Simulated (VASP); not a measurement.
# Pd6Br in VASP: single point with PBE

Aim: the single point of Pd6Br with PBE.

All numbers are computed with VASP 6.6.1; they aren't measurements. Logs are shortened: lines on timing, memory, paths and dates and some standing lists are left out, and cuts for length are marked.

## 1. The cell of the first run

The cell holds a slab with vacuum, 14 atoms: a = 5.501 Å, b = 5.501 Å, c = 24.876 Å, α = 90.00°, β = 90.00°, γ = 120.00°.

## 2. Single point, PBE

INCAR reads:

```
PREC = Accurate ; ENCUT = 520
EDIFF = 1E-6 ; ISMEAR = -1
SIGMA = 0.05 ; LREAL = F
LASPH = T ; NELM = 80
ALGO = Normal ; ISIF = 2
LWAVE = F ; LCHARG = F
LDIPOL = T ; IDIPOL = 3
DIPOL = 0.5 0.5 0.448 ; GGA = PE
NBANDS = 80
```

KPOINTS reads:

```
regular mesh
0
Gamma
  6 6 1
```

POSCAR reads:

```
Pd6Br
1.0
    5.5010079149      0.0000000000      0.0000000000
   -2.7505039575      4.7640126007      0.0000000000
    0.0000000000      0.0000000000     24.8755541542
Pd Br
12 2
Direct
    0.3333333333      0.1666666667      0.3216008757
    0.3333333333      0.6666666667      0.3216008757
    0.8333333333      0.1666666667      0.3216008757
    0.8333333333      0.6666666667      0.3216008757
    0.6666666667      0.3333333333      0.4118813601
    0.6666666667      0.8333333333      0.4118813601
    0.1666666667      0.3333333333      0.4118813601
    0.1666666667      0.8333333333      0.4118813601
    0.0000000000      0.5000000000      0.5021618444
    0.0000000000      0.0000000000      0.5021618444
    0.5000000000      0.5000000000      0.5021618444
    0.5000000000      0.0000000000      0.5021618444
    0.1666666667      0.3333333333      0.6139181487
    0.1666666667      0.3333333333      0.7097552097
```

Potentials or basis: VASP PAW PBE potentials, release 64 (Pd, Br).

Command:

```console
$ cat potpaw_PBE.64/Pd/POTCAR potpaw_PBE.64/Br/POTCAR > POTCAR
$ mpirun -np 1 vasp_std > vasp.out
```

OUTCAR:

```text
PREC = Accurate
   ENCUT = 520
   EDIFF = 1E-6
   ISMEAR = -1
   LREAL = F
   LASPH = T
   NELM = 80
   ISIF = 2
   GGA = PE

 ion  position               nearest neighbor table
   1  0.333  0.167  0.322-   4 2.75   4 2.75   3 2.75   3 2.75   2 2.75   2 2.75   7 2.75   5 2.75
                             8 2.75
   2  0.333  0.667  0.322-   3 2.75   3 2.75   4 2.75   4 2.75   1 2.75   1 2.75   8 2.75   6 2.75
                             7 2.75
   3  0.833  0.167  0.322-   2 2.75   2 2.75   1 2.75   1 2.75   4 2.75   4 2.75   5 2.75   7 2.75
                             6 2.75
   4  0.833  0.667  0.322-   1 2.75   1 2.75   2 2.75   2 2.75   3 2.75   3 2.75   6 2.75   8 2.75
                             5 2.75
   5  0.667  0.333  0.412-   9 2.75  12 2.75  11 2.75   8 2.75   8 2.75   7 2.75   7 2.75   6 2.75
                             6 2.75   3 2.75   1 2.75   4 2.75
   6  0.667  0.833  0.412-  10 2.75  11 2.75  12 2.75   7 2.75   7 2.75   8 2.75   8 2.75   5 2.75
                             5 2.75   4 2.75   2 2.75   3 2.75
   7  0.167  0.333  0.412-  11 2.75  10 2.75   9 2.75   6 2.75   6 2.75   5 2.75   5 2.75   8 2.75
                             8 2.75   1 2.75   3 2.75   2 2.75
   8  0.167  0.833  0.412-  12 2.75   9 2.75  10 2.75   5 2.75   5 2.75   6 2.75   6 2.75   7 2.75
                             7 2.75   2 2.75   4 2.75   1 2.75
   9  0.000  0.500  0.502-   5 2.75   8 2.75   7 2.75  12 2.75  12 2.75  11 2.75  11 2.75  10 2.75
                            10 2.75
  10  0.000  0.000  0.502-   6 2.75   7 2.75   8 2.75  11 2.75  11 2.75  12 2.75  12 2.75   9 2.75
                             9 2.75
  11  0.500  0.500  0.502-   7 2.75   6 2.75   5 2.75  10 2.75  10 2.75   9 2.75   9 2.75  12 2.75
                            12 2.75
  12  0.500  0.000  0.502-   8 2.75   5 2.75   6 2.75   9 2.75   9 2.75  10 2.75  10 2.75  11 2.75
                            11 2.75
  13  0.167  0.333  0.614-  14 2.38
  14  0.167  0.333  0.710-  13 2.38

  LATTYP: Found a hexagonal cell.
 ALAT       =     5.5010079149
 C/A-ratio  =     4.5219993389

  Lattice vectors:

 A1 = (   5.5010079149,   0.0000000000,   0.0000000000)
 A2 = (  -2.7505039575,   4.7640126007,   0.0000000000)
 A3 = (   0.0000000000,   0.0000000000,  24.8755541542)

Analysis of symmetry for initial positions (statically):
=====================================================================
 Subroutine PRICEL returns:
 Original cell was already a primitive cell.

 Routine SETGRP: Setting up the symmetry group for a
 hexagonal supercell.

 Subroutine GETGRP returns: Found  6 space group operations
 (whereof  2 operations were pure point group operations)
 out of a pool of 24 trial point group operations.

The static configuration has the point symmetry C_1h.
 The point group associated with its full space group is C_3v.

Analysis of symmetry for dynamics (positions and initial velocities):
=====================================================================
 Subroutine PRICEL returns:
 Original cell was already a primitive cell.

 Routine SETGRP: Setting up the symmetry group for a
 hexagonal supercell.

 Subroutine GETGRP returns: Found  6 space group operations
 (whereof  2 operations were pure point group operations)
 out of a pool of 24 trial point group operations.

The dynamic configuration has the point symmetry C_1h.
 The point group associated with its full space group is C_3v.

 Subroutine INISYM returns: Found  6 space group operations
 (whereof  2 operations are pure point group operations),
 and found     1 'primitive' translations

----------------------------------------------------------------------------------------

                                     Primitive cell

  volume of cell :     651.9104

  direct lattice vectors                    reciprocal lattice vectors
     5.501007915  0.000000000  0.000000000     0.181784868  0.104953543  0.000000000
    -2.750503957  4.764012601  0.000000000     0.000000000  0.209907085  0.000000000
     0.000000000  0.000000000 24.875554154     0.000000000  0.000000000  0.040200109

  length of vectors
     5.501007915  5.501007915 24.875554154     0.209907085  0.209907085  0.040200109

  position of ions in fractional coordinates (direct lattice)
     0.333333333  0.166666667  0.321600876
     0.333333333  0.666666667  0.321600876
     0.833333333  0.166666667  0.321600876
     0.833333333  0.666666667  0.321600876
     0.666666667  0.333333333  0.411881360
     0.666666667  0.833333333  0.411881360
     0.166666667  0.333333333  0.411881360
     0.166666667  0.833333333  0.411881360
     0.000000000  0.500000000  0.502161844
     0.000000000  0.000000000  0.502161844
     0.500000000  0.500000000  0.502161844
     0.500000000  0.000000000  0.502161844
     0.166666667  0.333333333  0.613918149
     0.166666667  0.333333333  0.709755210

  ion indices of the primitive-cell ions
   primitive index   ion index
                 1           1
                 2           2
                 3           3
                 4           4
                 5           5
                 6           6
                 7           7
                 8           8
                 9           9
                10          10
                11          11
                12          12
                13          13
                14          14

----------------------------------------------------------------------------------------

 KPOINTS: regular mesh

Automatic generation of k-mesh.
 Grid dimensions read from file:
 generate k-points for:    6    6    1

 Generating k-lattice:

  Cartesian coordinates                     Fractional coordinates (reciprocal lattice)
     0.030297478  0.017492257  0.000000000     0.166666667  0.000000000  0.000000000
     0.000000000  0.034984514  0.000000000     0.000000000  0.166666667  0.000000000
     0.000000000  0.000000000  0.040200109     0.000000000  0.000000000  1.000000000

  Length of vectors
     0.034984514  0.034984514  0.040200109

  Shift w.r.t. Gamma in fractional coordinates (k-lattice)
     0.000000000  0.000000000  0.000000000

 Subroutine IBZKPT returns following result:
 ===========================================

 Found      7 irreducible k-points:

 Following reciprocal coordinates:
            Coordinates               Weight
  0.000000  0.000000  0.000000      1.000000
  0.166667 -0.000000  0.000000      6.000000
  0.333333  0.000000  0.000000      6.000000
  0.500000  0.000000  0.000000      3.000000
  0.166667  0.166667  0.000000      6.000000
  0.333333  0.166667  0.000000     12.000000
  0.333333  0.333333  0.000000      2.000000
   k-points           NKPTS =      7   k-points in BZ     NKDIM =      7   number of bands    NBANDS=     80
   number of dos      NEDOS =    301   number of ions     NIONS =     14
   total plane-waves  NPLWV = 338688
   dimension x,y,z NGX =    42 NGY =   42 NGZ =  192
   dimension x,y,z NGXF=    84 NGYF=   84 NGZF=  384
   ions per type =              12   2
   NGX,Y,Z   is equivalent  to a cutoff of  12.69, 12.69, 12.83 a.u.
   NGXF,Y,Z  is equivalent  to a cutoff of  25.39, 25.39, 25.66 a.u.
 SYSTEM =  unknown system
   PREC   = accura    normal or accurate (medium, high low for compatibility)
   ISTART =      0    job   : 0-new  1-cont  2-samecut
   ICHARG =      2    charge: 1-file 2-atom 10-const
   ISPIN  =      1    spin polarized calculation?
   LNONCOLLINEAR =      F non collinear calculations
   LSORBIT =      F    spin-orbit coupling
   LASPH  =      T    aspherical Exc in radial PAW
   ENCUT  =  520.0 eV  38.22 Ry    6.18 a.u.  10.23 10.23 46.25*2*pi/ulx,y,z
   NELM   =     80;   NELMIN=  2; NELMDL= -5     # of ELM steps
   EDIFF  = 0.1E-05   stopping-criterion for ELM
   LREAL  =      F    real-space projection
   EDIFFG = 0.1E-04   stopping-criterion for IOM
   NSW    =      0    number of steps for IOM
   IBRION =     -1    ionic relax: 0-MD 1-quasi-New 2-CG
   NFREE  =      0    steps in history (QN), initial steepest desc. (CG)
   ISIF   =      2    stress and relaxation
   ISYM   =      2    0-nonsym 1-usesym 2-fastsym
   POTIM  = 0.5000    time-step for ionic-motion
   TEBEG  =    0.0;   TEEND  =   0.0 temperature during run
   PSTRESS=    0.0 pullay stress
   NELECT =     134.0000    total number of electrons
   NUPDOWN=      -1.0000    fix difference up-down
   EMIN   =  10.00;   EMAX   =-10.00  energy-range for DOS
   EFERMI =   0.00;   METHOD = LEGACY
   ISMEAR =    -1;   SIGMA  =   0.05  broadening in eV -4-tet -1-fermi 0-gaus
   EFERMI_NEDOS =   21; number of points for ismear=-14 and -15
   IALGO  =     38    algorithm
   IMIX   =      4    mixing-type and parameters
     AMIX     =   0.40;   BMIX     =  1.00
     AMIX_MAG =   1.60;   BMIX_MAG =  1.00
  volume/ion in A,a.u.               =      46.57       314.24
  Fermi-wavevector in a.u.,A,eV,Ry     =   0.966156  1.825770 12.700451  0.933457
  Thomas-Fermi vector in A             =   2.095933
   LORBIT       =      0    0 simple, 1 ext, 2 COOP (PROOUT), +10 PAW based schemes
   GGA     = PE    functional components
   LHFCALC =     F    Hartree Fock is set to
   AEXX    =    0.0000 exact exchange contribution
   IVDW    =     0    specifies the selected vdW correction
   LEPSILON=     F    determine dielectric tensor
   LRPA    =     F    only Hartree local field effects (RPA)
 non-spin polarized calculation
  energy-cutoff  :      520.00
  volume of cell :      651.91
 maximum number of plane-waves:     17578
 NGX is ok and might be reduce to    42
   NGX = 21   NGY = 21   NGZ = 93

 dipolmoment           0.000000      0.000000     -0.182214 electrons x Angstroem

 number of electron     133.9999967 magnetization

 dipolmoment           0.000000      0.000000      0.123392 electrons x Angstroem

 Free energy of the ion-electron system (eV)
  ---------------------------------------------------
  ext. energy  EPLUGINS =         0.00000000
  ---------------------------------------------------
  free energy    TOTEN  =       -61.87038698 eV

  energy without entropy =      -61.59464920  energy(sigma->0) =      -61.73251809

 E-fermi :  -0.8776     XC(G=0):  -5.2388

 val. band max:       -0.8791826420   @ k =   0.1667  -0.0000   0.0000
 cond. band min:      -0.8770592620   @ k =   0.3333   0.1667   0.0000
 fundamental gap:      0.0021233800
 Fermi energy:        -0.8776188404

 k-point     1 :       0.0000    0.0000    0.0000
  band No.  band energies     occupation
      1     -16.4998      2.00000
      2     -14.1174      2.00000
      3      -7.2336      2.00000
      4      -6.0897      2.00000
      5      -5.8541      2.00000
      6      -5.8294      2.00000
[... 71 lines left out ...]
     78       2.8547      0.00000
     79       2.9903      0.00000

 k-point     2 :       0.1667   -0.0000    0.0000
  band No.  band energies     occupation
      1     -16.4985      2.00000
      2     -14.1159      2.00000
      3      -7.0179      2.00000
      4      -5.9745      2.00000
      5      -5.7354      2.00000
      6      -5.6754      2.00000
[... 71 lines left out ...]
     78       2.6273      0.00000
     79       3.6457      0.00000
[... 326 lines left out ...]
     78       3.6642      0.00000
     79       3.8890      0.00000

 k-point     7 :       0.3333    0.3333    0.0000
  band No.  band energies     occupation
      1     -16.4937      2.00000
      2     -14.1107      2.00000
      3      -5.8051      2.00000
      4      -5.3357      2.00000
      5      -5.3256      2.00000
      6      -5.3078      2.00000
[... 71 lines left out ...]
     78       4.8447      0.00000
     79       4.8529      0.00000
 [bands above 79 left out]

------------------------ aborting loop because EDIFF is reached ----------------------------------------

 vacuum level on the upper side and lower side of the slab       (xc-potential included)         0.233        -0.592

  FORCE on cell =-STRESS in cart. coord.  units (eV):
  Direction    XX          YY          ZZ          XY          YZ          ZX
  --------------------------------------------------------------------------------------
  -------------------------------------------------------------------------------------
  Total       -1.1495259     -1.1495259      3.5486627      0.0000000     -0.0000000      0.0000000
  in kB       -2.8251493     -2.8251493      8.7214233      0.0000000     -0.0000000      0.0000000
  external PRESSURE =       1.0237082 kB  Pullay stress =       0.0000000 kB

 VOLUME and BASIS-vectors are now :
 -----------------------------------------------------------------------------
  energy-cutoff  :      520.00
  volume of cell :      651.91
      direct lattice vectors                 reciprocal lattice vectors
     5.501007915  0.000000000  0.000000000     0.181784868  0.104953543  0.000000000
    -2.750503957  4.764012601  0.000000000     0.000000000  0.209907085  0.000000000
     0.000000000  0.000000000 24.875554154     0.000000000  0.000000000  0.040200109

 POSITION                                       TOTAL-FORCE (eV/Angst)
 -----------------------------------------------------------------------------------
      1.37525      0.79400      8.00000        -0.012390      0.007153     -0.289979
     -0.00000      3.17601      8.00000         0.000000     -0.014307     -0.289979
      4.12576      0.79400      8.00000         0.012390      0.007153     -0.289979
      2.75050      3.17601      8.00000        -0.000000     -0.000000     -0.284853
      2.75050      1.58800     10.24578        -0.000000      0.036667     -0.002294
      1.37525      3.97001     10.24578         0.031755     -0.018333     -0.002294
      0.00000      1.58800     10.24578        -0.000000      0.000000     -0.005270
     -1.37525      3.97001     10.24578        -0.031755     -0.018333     -0.002294
     -1.37525      2.38201     12.49155         0.058677     -0.033877      0.553843
      0.00000      0.00000     12.49155        -0.000000      0.067755      0.553843
      1.37525      2.38201     12.49155        -0.058677     -0.033877      0.553843
      2.75050      0.00000     12.49155        -0.000000     -0.000000      0.268657
      0.00000      1.58800     15.27155        -0.000000      0.000000     -1.001251
      0.00000      1.58800     17.65555        -0.000000      0.000000      0.238009
 -----------------------------------------------------------------------------------
    total drift:                               -0.000000      0.000000      0.000835

  FREE ENERGIE OF THE ION-ELECTRON SYSTEM (eV)
  ---------------------------------------------------
  free  energy   TOTEN  =       -61.8703869756 eV

  energy  without entropy=      -61.5946491954  energy(sigma->0) =      -61.73251809

 vacuum level on the upper side and lower side of the slab         5.084         4.248
```

Wall time 14 min (1 thread of AMD EPYC 7R13 (Zen 3), shared host); peak memory 0.83 GiB.

Results:

```yaml
Free_energy: -61.8704 eV
Largest_force: 1.001 eV/Å
Band_gap_on_the_k_mesh: zero (bands 67 and 68 overlap by 0.45 eV)
```

Forces on the atoms (eV/Å):
```
Pd  -0.012  0.007 -0.290
Pd   0.000 -0.014 -0.290
Pd   0.012  0.007 -0.290
Pd   0.000  0.000 -0.285
Pd   0.000  0.037 -0.002
Pd   0.032 -0.018 -0.002
Pd   0.000  0.000 -0.005
Pd  -0.032 -0.018 -0.002
Pd   0.059 -0.034  0.554
Pd   0.000  0.068  0.554
Pd  -0.059 -0.034  0.554
Pd   0.000  0.000  0.269
Br   0.000  0.000 -1.001
Br   0.000  0.000  0.238
```
